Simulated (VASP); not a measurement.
A run of VASP 6.6.1:

INCAR

```
ALGO = Normal
EDIFF = 1E-6
EDIFFG = -0.05
ENCUT = 600
GGA = PS
IBRION = 2
ISIF = 3
ISMEAR = 0
ISPIN = 2
LASPH = True
LCHARG = False
LMAXMIX = 4
LORBIT = 11
LREAL = False
LWAVE = False
MAGMOM = 0.12 0
NELM = 150
NSW = 100
PREC = Accurate
SIGMA = 0.1
```

File KPOINTS:

```
k-points
0
Gamma
  6 6 6
```

File POSCAR:

```
WSe
1.0
    0.0000000000      2.6782044124      2.6782044124
    2.6782044124      0.0000000000      2.6782044124
    2.6782044124      2.6782044124      0.0000000000
W Se
1 1
Direct
    0.0000000000      0.0000000000      0.0000000000
    0.2500000000      0.2500000000      0.2500000000
```

Potentials or basis: VASP PAW PBE potentials, release 64 (W_sv, Se).

Launch:

```console
$ cat potpaw_PBE.64/W_sv/POTCAR potpaw_PBE.64/Se/POTCAR > POTCAR
$ mpirun -np 1 vasp_std > vasp.out
```

Hardware: 1 thread of Intel(R) Xeon(R) 6975P-C (Granite Rapids), with other jobs on the host.

**Question.** How long does it take, and how much memory?

**Answer.** Wall time 36 s on 1 thread of Intel(R) Xeon(R) 6975P-C (Granite Rapids), with other jobs on the host, peak memory 0.2 GiB. Counts: scf iterations 42, k points 16, ion steps 4.
